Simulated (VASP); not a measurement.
Input of a VASP 6.6.1 run:

File INCAR:

```
SYSTEM = LaPb3
PREC = Accurate
ENCUT = 520
EDIFF = 1E-6
ISMEAR = 1
SIGMA = 0.3
LREAL = .FALSE.
LASPH = .TRUE.
NELM = 80
ALGO = Normal
ISIF = 2
LWAVE = .FALSE.
LCHARG = .FALSE.
GGA = PS
NBANDS = 34
```

Contents of KPOINTS:

```
Automatic mesh
0
G
  4 4 4
  0 0 0
```

File POSCAR:

```
LaPb3
1.0
    4.8930000000      0.0000000000      0.0000000000
    0.0000000000      4.8930000000      0.0000000000
    0.0000000000      0.0000000000      4.8930000000
La Pb
1 3
Direct
    0.0000000000      0.0000000000      0.0000000000
    0.0000000000      0.5000000000      0.5000000000
    0.5000000000      0.0000000000      0.5000000000
    0.5000000000      0.5000000000      0.0000000000
```

Potentials or basis: VASP PAW PBE potentials, release 64 (La, Pb_d).

Command:

```console
$ cat potpaw_PBE.64/La/POTCAR potpaw_PBE.64/Pb_d/POTCAR > POTCAR
$ mpirun -np 1 vasp_std > vasp.out
```

**Question.** What does it give for the pressure?

**Answer.** 0.0 GPa.

Caveat: the PAW data sets were made with another functional, which shifts forces and pressure a little.
